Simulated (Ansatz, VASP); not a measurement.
**Two plane-wave programs on TaN**

The input INCAR:

```
ALGO = Normal ; EDIFF = 1E-7
ENCUT = 520 ; ISIF = 2
ISMEAR = 0 ; ISPIN = 2
LASPH = T ; LCHARG = F
LDAU = T ; LDAUJ = 0 0
LDAUL = 2 -1 ; LDAUPRINT = 1
LDAUTYPE = 2 ; LDAUU = 8 0
LMAXMIX = 4 ; LORBIT = 11
LREAL = F ; LWAVE = F
MAGMOM = -0.02 -0.02 0.06 0 0 0 ; NBANDS = 37
NELM = 150 ; PREC = Accurate
SIGMA = 0.05
```

Contents of KPOINTS:

```
k-points
0
Gamma
  4 4 6
```

File POSCAR:

```
TaN
1.0
    5.1960001500      0.0000000000      0.0000000000
   -2.5980000800      4.4998681300      0.0000000000
    0.0000000000      0.0000000000      2.9109996000
Ta N
3 3
Direct
    0.3333333333      0.6666666667      0.5000000000
    0.6666666667      0.3333333333      0.5000000000
    0.0000000000      0.0000000000      0.0000000000
    0.3928500000      0.0000000000      0.0000000000
    0.6071500000      0.6071500000      0.0000000000
    0.0000000000      0.3928500000      0.0000000000
```

Input for Ansatz:

```yaml
crystal:
  lattice:
    - [5.19600015, 0.0, 0.0]
    - [-2.59800008, 4.49986813, 0.0]
    - [0.0, 0.0, 2.9109996]
  atoms:
    - { symbol: Ta, position: [0.3333333333, 0.6666666667, 0.5], spin: 2.0 }
    - { symbol: Ta, position: [0.6666666667, 0.3333333333, 0.5], spin: -2.0 }
    - { symbol: Ta, position: [0.0, 0.0, 0.0], spin: 2.0 }
    - { symbol: "N", position: [0.39285, 0.0, 0.0] }
    - { symbol: "N", position: [0.60715, 0.60715, 0.0] }
    - { symbol: "N", position: [0.0, 0.39285, 0.0] }
basis:
  ecutwfc: 420
  ecutrho_ratio: 4
kpoints:
  mp_grid: { grid: [4, 4, 6] }
hamiltonian:
  xc: lda
  hubbard:
    sites:
      - { site: 0, l: d, u_eff: 8.0, starting_ns: [{ spin: up, occupation_matrix: s0up }, { spin: down, occupation_matrix: s0down }] }
      - { site: 1, l: d, u_eff: 8.0, starting_ns: [{ spin: up, occupation_matrix: s1up }, { spin: down, occupation_matrix: s1down }] }
      - { site: 2, l: d, u_eff: 8.0, starting_ns: [{ spin: up, occupation_matrix: s2up }, { spin: down, occupation_matrix: s2down }] }
    occupation_matrices:
      s0up:
        matrix:
          - [0.97, 0.0, 0.0, 0.00104, 0.00011]
          - [0.0, 0.02, 0.0, 0.0, 0.0]
          - [0.0, 0.0, 0.02, 0.0, 0.0]
          - [0.00104, 0.0, 0.0, 0.03007, -0.0973]
          - [0.00011, 0.0, 0.0, -0.0973, 0.95993]
      s0down:
        matrix:
          - [0.02, 0.0, 0.0, 0.0, 0.0]
          - [0.0, 0.02, 0.0, 0.0, 0.0]
          - [0.0, 0.0, 0.02, 0.0, 0.0]
          - [0.0, 0.0, 0.0, 0.02, 0.0]
          - [0.0, 0.0, 0.0, 0.0, 0.02]
      s1up:
        matrix:
          - [0.02, 0.0, 0.0, 0.0, 0.0]
          - [0.0, 0.02, 0.0, 0.0, 0.0]
          - [0.0, 0.0, 0.02, 0.0, 0.0]
          - [0.0, 0.0, 0.0, 0.02, 0.0]
          - [0.0, 0.0, 0.0, 0.0, 0.02]
      s1down:
        matrix:
          - [0.97, 0.0, 0.0, 0.00104, -0.00011]
          - [0.0, 0.02, 0.0, 0.0, 0.0]
          - [0.0, 0.0, 0.02, 0.0, 0.0]
          - [0.00104, 0.0, 0.0, 0.03007, 0.0973]
          - [-0.00011, 0.0, 0.0, 0.0973, 0.95993]
      s2up:
        matrix:
          - [0.97, 0.0, 0.0, 0.0, 0.0]
          - [0.0, 0.97, 0.0, 0.0, 0.0]
          - [0.0, 0.0, 0.02, 0.0, 0.0]
          - [0.0, 0.0, 0.0, 0.02, 0.0]
          - [0.0, 0.0, 0.0, 0.0, 0.02]
      s2down:
        matrix:
          - [0.02, 0.0, 0.0, 0.0, 0.0]
          - [0.0, 0.02, 0.0, 0.0, 0.0]
          - [0.0, 0.0, 0.02, 0.0, 0.0]
          - [0.0, 0.0, 0.0, 0.02, 0.0]
          - [0.0, 0.0, 0.0, 0.0, 0.02]
    ns_hold: { iters: 8 }
scf:
  occupations: { method: gaussian, width: 0.05 }
  lower_state_search: "off"
  max_iter: 150
output:
  forces: true
  stress: true
  eigenvalues: true
  populations: true
  hubbard: { sites: [{ site: 0, l: d }, { site: 1, l: d }, { site: 2, l: d }] }
magnetization:
  spin_polarized: true
  spin_locking: { lock_spins: true, n_iters: 12 }
```

Alike in both runs: task single point; functional LDA; k mesh 4 × 4 × 6; occupations gaussian, width 0.05 eV; collinear spin; Hubbard terms Ta d U = 8.0 eV.

|  | VASP | Ansatz |
| --- | --- | --- |
| version | VASP 6.6.1 | Ansatz 0.2.0 |
| potentials or method | VASP PAW LDA potentials, release 64 (Ta_pv, N), cutoff 520 eV | scalar-relativistic, plane waves, PAW |
| valence electrons in the cell | 48 | 54 |

```csv
,VASP,Ansatz,Ansatz less VASP
gap on the k mesh at the Fermi level (eV),none,none,-
pressure (GPa),17.1,-1.2,-18.32
"traceless stress, the component that is largest in VASP (GPa)",1.94,-0.57,-2.508
rms of the force components (eV/Å),0.181,0.085,-0.0963
net moment per atom (μB),0.00,0.01,+0.014
size of the moment on the site where the two differ most (μB),0.00,0.06,+0.061
```

LDA's correlation is that of Perdew and Zunger in VASP and of Perdew and Wang (1992) in Ansatz. Site moments also hang on the region over which each program counts them. The programs project onto different local orbitals, so the same U acts differently, and such runs can settle in different states. Atom by atom the forces differ by 0.266 eV/Å (rms over components). A gap of «none» marks a metal or a gap that the smearing closes. VASP's potentials hold 48 valence electrons a cell and Ansatz's 54, so a difference there can come from the potentials and not from the codes. Ansatz's warnings: filled band counts differ across k points, seeded moment not kept, specified occupation not kept, stress scf threshold loose, symmetry narrowed by occupation matrices.

Spin-orbit coupling is off throughout.
